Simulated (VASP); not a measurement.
# Co (Fddd) in VASP: single point with BLYP

Aim: the single point of Co with BLYP.

All numbers are computed with VASP 6.6.1; they aren't measurements. Logs are shortened: lines on timing, memory, paths and dates and some standing lists are left out, and cuts for length are marked.

**1. The cell of the first run**

The typed cell holds 2 atoms: a = 3.192 Å, b = 3.192 Å, c = 3.193 Å, α = 98.01°, β = 98.01°, γ = 136.16°.

**2. Single point, BLYP (10.46 Å³/atom)**

Input file INCAR:

```
SYSTEM = Co
PREC = Accurate
ENCUT = 690
EDIFF = 1E-6
ISMEAR = -1
SIGMA = 0.1
LREAL = .FALSE.
LASPH = .TRUE.
NELM = 120
ALGO = Normal
ISIF = 2
LWAVE = .FALSE.
LCHARG = .TRUE.
GGA = B5
ALDAX = 1.0
AGGAX = 1.0
AGGAC = 1.0
ALDAC = 0.0
LELF = .TRUE.
LVHAR = .TRUE.
NBANDS = 24
GGA_COMPAT = .FALSE.
```

Input file KPOINTS:

```
regular mesh
0
G
  16 16 11
  0 0 0
```

Input file POSCAR:

```
Co
1.0
   -2.0941096222      2.0941262789      1.1917934326
    2.0941262789     -2.0941096222      1.1917934326
    2.0949904852      2.0949904852     -1.1917629258
Co
2
Direct
    0.0000023959      0.9999976041      1.0000000000
    0.7499976041      0.2500023959      0.5000000000
```

Potentials or basis: VASP PAW PBE potentials, release 64 (Co_sv).

Launch:

```bash
$ cat potpaw_PBE.64/Co_sv/POTCAR > POTCAR
$ mpirun -np 1 vasp_std > vasp.out
```

OUTCAR:

```text
SYSTEM = Co
   PREC = Accurate
   ENCUT = 690
   EDIFF = 1E-6
   ISMEAR = -1
   LREAL = .FALSE.
   LASPH = .TRUE.
   NELM = 120
   ISIF = 2
   GGA = B5

 ion  position               nearest neighbor table
   1  0.000  1.000  0.000-   2 2.18   2 2.18   2 2.18   2 2.18
   2  0.750  0.250  0.500-   1 2.18   1 2.18   1 2.18   1 2.18

  LATTYP: Found a base centered monoclinic cell.
 ALAT       =     2.3835868653
 B/A-ratio  =     2.4849356656
 C/A-ratio  =     1.3397761762
 COS(beta)  =    -0.3731779428

  Lattice vectors:

 A1 = (  -2.0941096222,   2.0941262789,   1.1917934326)
 A2 = (   2.0941262789,  -2.0941096222,   1.1917934326)
 A3 = (   2.0949904852,   2.0949904852,  -1.1917629258)

Analysis of symmetry for initial positions (statically):
=====================================================================
 Subroutine PRICEL returns:
 Original cell was already a primitive cell.

 Routine SETGRP: Setting up the symmetry group for a
 base centered monoclinic supercell.

 Subroutine GETGRP returns: Found  4 space group operations
 (whereof  2 operations were pure point group operations)
 out of a pool of  4 trial point group operations.

The static configuration has the point symmetry C_2 .
 The point group associated with its full space group is C_2h.

Analysis of symmetry for dynamics (positions and initial velocities):
=====================================================================
 Subroutine PRICEL returns:
 Original cell was already a primitive cell.

 Routine SETGRP: Setting up the symmetry group for a
 base centered monoclinic supercell.

 Subroutine GETGRP returns: Found  4 space group operations
 (whereof  2 operations were pure point group operations)
 out of a pool of  4 trial point group operations.

The dynamic configuration has the point symmetry C_2 .
 The point group associated with its full space group is C_2h.

 Subroutine INISYM returns: Found  4 space group operations
 (whereof  2 operations are pure point group operations),
 and found     1 'primitive' translations

----------------------------------------------------------------------------------------

                                     Primitive cell

  volume of cell :      20.9144

  direct lattice vectors                    reciprocal lattice vectors
    -2.094109622  2.094126279  1.191793433    -0.000053250  0.238710760  0.419534123
     2.094126279 -2.094109622  1.191793433     0.238710760 -0.000053250  0.419534123
     2.094990485  2.094990485 -1.191762926     0.238663620  0.238663620 -0.000003336

  length of vectors
     3.192339513  3.192339513  3.193472896     0.482692148  0.482692148  0.337521328

  position of ions in fractional coordinates (direct lattice)
     0.000002396  0.999997604  0.000000000
     0.749997604  0.250002396  0.500000000

  ion indices of the primitive-cell ions
   primitive index   ion index
                 1           1
                 2           2

----------------------------------------------------------------------------------------

 KPOINTS: regular mesh

Automatic generation of k-mesh.
 Grid dimensions read from file:
 generate k-points for:   16   16   11

 Generating k-lattice:

  Cartesian coordinates                     Fractional coordinates (reciprocal lattice)
    -0.000003328  0.014919423  0.026220883     0.062500000  0.000000000  0.000000000
     0.014919423 -0.000003328  0.026220883     0.000000000  0.062500000  0.000000000
     0.021696693  0.021696693 -0.000000303     0.000000000  0.000000000  0.090909091

  Length of vectors
     0.030168259  0.030168259  0.030683757

  Shift w.r.t. Gamma in fractional coordinates (k-lattice)
     0.000000000  0.000000000  0.000000000

 Subroutine IBZKPT returns following result:
 ===========================================

 Found    753 irreducible k-points:

 Following reciprocal coordinates:
            Coordinates               Weight
  0.000000  0.000000  0.000000      1.000000
  0.062500  0.000000  0.000000      4.000000
  0.125000  0.000000  0.000000      4.000000
  0.187500  0.000000  0.000000      4.000000
  0.250000  0.000000  0.000000      4.000000
  0.312500  0.000000  0.000000      4.000000
[... 16 lines left out ...]
 -0.125000  0.062500 -0.000000      4.000000
 -0.062500  0.062500  0.000000      2.000000
 [... further k-points ...]
   k-points           NKPTS =    753   k-points in BZ     NKDIM =    753   number of bands    NBANDS=     24
   number of dos      NEDOS =    301   number of ions     NIONS =      2
   total plane-waves  NPLWV =  21952
   dimension x,y,z NGX =    28 NGY =   28 NGZ =   28
   dimension x,y,z NGXF=    56 NGYF=   56 NGZF=   56
   ions per type =               2
   NGX,Y,Z   is equivalent  to a cutoff of  14.58, 14.58, 14.58 a.u.
   NGXF,Y,Z  is equivalent  to a cutoff of  29.16, 29.16, 29.15 a.u.
 SYSTEM =  Co
   PREC   = accura    normal or accurate (medium, high low for compatibility)
   ISTART =      0    job   : 0-new  1-cont  2-samecut
   ICHARG =      2    charge: 1-file 2-atom 10-const
   ISPIN  =      1    spin polarized calculation?
   LNONCOLLINEAR =      F non collinear calculations
   LSORBIT =      F    spin-orbit coupling
   LASPH  =      T    aspherical Exc in radial PAW
   ENCUT  =  690.0 eV  50.71 Ry    7.12 a.u.   6.84  6.84  6.84*2*pi/ulx,y,z
   NELM   =    120;   NELMIN=  2; NELMDL= -5     # of ELM steps
   EDIFF  = 0.1E-05   stopping-criterion for ELM
   LREAL  =      F    real-space projection
   EDIFFG = 0.1E-04   stopping-criterion for IOM
   NSW    =      0    number of steps for IOM
   IBRION =     -1    ionic relax: 0-MD 1-quasi-New 2-CG
   NFREE  =      0    steps in history (QN), initial steepest desc. (CG)
   ISIF   =      2    stress and relaxation
   ISYM   =      2    0-nonsym 1-usesym 2-fastsym
   POTIM  = 0.5000    time-step for ionic-motion
   TEBEG  =    0.0;   TEEND  =   0.0 temperature during run
   PSTRESS=    0.0 pullay stress
   NELECT =      34.0000    total number of electrons
   NUPDOWN=      -1.0000    fix difference up-down
   EMIN   =  10.00;   EMAX   =-10.00  energy-range for DOS
   EFERMI =   0.00;   METHOD = LEGACY
   ISMEAR =    -1;   SIGMA  =   0.10  broadening in eV -4-tet -1-fermi 0-gaus
   EFERMI_NEDOS =   21; number of points for ismear=-14 and -15
   IALGO  =     38    algorithm
   IMIX   =      4    mixing-type and parameters
     AMIX     =   0.40;   BMIX     =  1.00
     AMIX_MAG =   1.60;   BMIX_MAG =  1.00
  volume/ion in A,a.u.               =      10.46        70.57
  Fermi-wavevector in a.u.,A,eV,Ry     =   1.924949  3.637626 50.415404  3.705428
  Thomas-Fermi vector in A             =   2.958445
   LORBIT       =      0    0 simple, 1 ext, 2 COOP (PROOUT), +10 PAW based schemes
   GGA     = B5    functional components
   LHFCALC =     F    Hartree Fock is set to
   AEXX    =    0.0000 exact exchange contribution
   IVDW    =     0    specifies the selected vdW correction
   LEPSILON=     F    determine dielectric tensor
   LRPA    =     F    only Hartree local field effects (RPA)
 non-spin polarized calculation
  energy-cutoff  :      690.00
  volume of cell :       20.91
 maximum number of plane-waves:       878
   NGX = 13   NGY = 13   NGZ = 13

 number of electron      34.0000018 magnetization

 Free energy of the ion-electron system (eV)
  ---------------------------------------------------
  ext. energy  EPLUGINS =         0.00000000
  ---------------------------------------------------
  free energy    TOTEN  =       -10.80973001 eV

  energy without entropy =      -10.67580050  energy(sigma->0) =      -10.74276525

 E-fermi :  13.0612     XC(G=0): -13.4668

 val. band max:       13.0608661138   @ k =   0.1875   0.0625   0.1818
 cond. band min:      13.0620944337   @ k =  -0.3750   0.1875   0.2727
 fundamental gap:      0.0012283199
 Fermi energy:        13.0612421516

 k-point     1 :       0.0000    0.0000    0.0000
  band No.  band energies     occupation
      1     -81.6065      2.00000
      2     -81.4060      2.00000
      3     -45.3573      2.00000
      4     -45.3568      2.00000
      5     -44.8513      2.00000
      6     -44.8398      2.00000
[... 16 lines left out ...]
     23      29.4864      0.00000
     24      36.9874      0.00000

 k-point     2 :       0.0625    0.0000    0.0000
  band No.  band energies     occupation
      1     -81.6036      2.00000
      2     -81.4063      2.00000
      3     -45.3564      2.00000
      4     -45.3503      2.00000
      5     -44.8662      2.00000
      6     -44.8513      2.00000
[... 16 lines left out ...]
     23      29.5643      0.00000
     24      36.1391      0.00000

 k-point     3 :       0.1250    0.0000    0.0000
  band No.  band energies     occupation
      1     -81.5953      2.00000
      2     -81.4075      2.00000
      3     -45.3550      2.00000
      4     -45.3317      2.00000
      5     -44.9037      2.00000
      6     -44.8821      2.00000
[... 16 lines left out ...]
     23      29.7511      0.00000
     24      33.5736      0.00000

 k-point     4 :       0.1875    0.0000    0.0000
  band No.  band energies     occupation
      1     -81.5824      2.00000
      2     -81.4095      2.00000
      3     -45.3528      2.00000
      4     -45.3041      2.00000
      5     -44.9570      2.00000
      6     -44.9249      2.00000
[... 16 lines left out ...]
     23      29.3891      0.00000
     24      31.3263      0.00000

 k-point     5 :       0.2500    0.0000    0.0000
  band No.  band energies     occupation
      1     -81.5666      2.00000
      2     -81.4126      2.00000
      3     -45.3500      2.00000
      4     -45.2731      2.00000
      5     -45.0191      2.00000
      6     -44.9696      2.00000
[... 16 lines left out ...]
     23      30.4111      0.00000
     24      30.8654      0.00000

 k-point     6 :       0.3125    0.0000    0.0000
  band No.  band energies     occupation
      1     -81.5497      2.00000
      2     -81.4168      2.00000
      3     -45.3472      2.00000
      4     -45.2467      2.00000
      5     -45.0807      2.00000
      6     -45.0050      2.00000
[... 16 lines left out ...]
     23      29.2615      0.00000
     24      29.9985      0.00000
[... 379 lines left out ...]
 k-point    21 :      -0.2500    0.0625   -0.0000
  band No.  band energies     occupation
      1     -81.5756      2.00000
      2     -81.4162      2.00000
      3     -45.3525      2.00000
      4     -45.2736      2.00000
      5     -44.9818      2.00000
      6     -44.9200      2.00000
[... 16 lines left out ...]
     23      30.0451      0.00000
     24      31.7888      0.00000

 k-point    22 :      -0.1875    0.0625   -0.0000
  band No.  band energies     occupation
      1     -81.5898      2.00000
      2     -81.4129      2.00000
      3     -45.3538      2.00000
      4     -45.3080      2.00000
      5     -44.9262      2.00000
      6     -44.8798      2.00000
[... 16 lines left out ...]
     23      30.6929      0.00000
     24      32.8792      0.00000

 k-point    23 :      -0.1250    0.0625   -0.0000
  band No.  band energies     occupation
      1     -81.5997      2.00000
      2     -81.4101      2.00000
      3     -45.3537      2.00000
      4     -45.3358      2.00000
      5     -44.8843      2.00000
      6     -44.8502      2.00000
[... 16 lines left out ...]
     23      30.2251      0.00000
     24      35.1973      0.00000

 k-point    24 :      -0.0625    0.0625    0.0000
  band No.  band energies     occupation
      1     -81.6045      2.00000
      2     -81.4079      2.00000
      3     -45.3530      2.00000
      4     -45.3521      2.00000
      5     -44.8623      2.00000
      6     -44.8393      2.00000
[... 16 lines left out ...]
     23      29.8046      0.00000
     24      36.4455      0.00000

 [... further k-points ...]

------------------------ aborting loop because EDIFF is reached ----------------------------------------

  FORCE on cell =-STRESS in cart. coord.  units (eV):
  Direction    XX          YY          ZZ          XY          YZ          ZX
  --------------------------------------------------------------------------------------
  -------------------------------------------------------------------------------------
  Total        4.0661716      4.0661716      3.6557869      0.0015293     -0.0001095     -0.0001096
  in kB      311.4944990    311.4944990    280.0564335      0.1171560     -0.0083859     -0.0083935
  external PRESSURE =     301.0151439 kB  Pullay stress =       0.0000000 kB

 VOLUME and BASIS-vectors are now :
 -----------------------------------------------------------------------------
  energy-cutoff  :      690.00
  volume of cell :       20.91
      direct lattice vectors                 reciprocal lattice vectors
    -2.094109622  2.094126279  1.191793433    -0.000053250  0.238710760  0.419534123
     2.094126279 -2.094109622  1.191793433     0.238710760 -0.000053250  0.419534123
     2.094990485  2.094990485 -1.191762926     0.238663620  0.238663620 -0.000003336

 POSITION                                       TOTAL-FORCE (eV/Angst)
 -----------------------------------------------------------------------------------
      2.09412     -2.09410      1.19179        -0.000275      0.000275     -0.000000
      0.00045      2.09455      0.59591         0.000275     -0.000275      0.000000
 -----------------------------------------------------------------------------------
    total drift:                               -0.000000     -0.000000      0.000000

  FREE ENERGIE OF THE ION-ELECTRON SYSTEM (eV)
  ---------------------------------------------------
  free  energy   TOTEN  =       -10.8097300077 eV

  energy  without entropy=      -10.6758004982  energy(sigma->0) =      -10.74276525
```

Run time: 4.5 min. Hardware: 1 thread of Intel Xeon 6975P-C (Granite Rapids), shared host; peak memory 0.51 GiB.

Results:

```yaml
Free_energy: -10.8097 eV
Pressure: 30.1 GPa
Band_gap_on_the_k_mesh: zero (bands 17 and 18 overlap by 1.45 eV)
```

Levels at points of the mesh, in eV from the Fermi level:
| k point | band 15 | band 16 | band 17 | band 18 | band 19 | band 20 |
| --- | --- | --- | --- | --- | --- | --- |
| (0.00, 0.00, 0.00) | -0.72 | -0.66 | -0.66 | 0.65 | 1.34 | 7.66 |
| (0.50, 0.00, 0.00) | -1.15 | -0.40 | 0.33 | 0.42 | 1.99 | 5.56 |
| (0.50, 0.50, 0.00) | -0.89 | -0.89 | -0.01 | 0.00 | 0.40 | 0.40 |

Caveat: the cell stands under pressure; the PAW data sets were made with another functional, which shifts forces and pressure a little; the run has no spin polarisation, though such a crystal can be magnetic. Spin polarisation is off, so any magnetic state and its effect on volume and gap are missing.
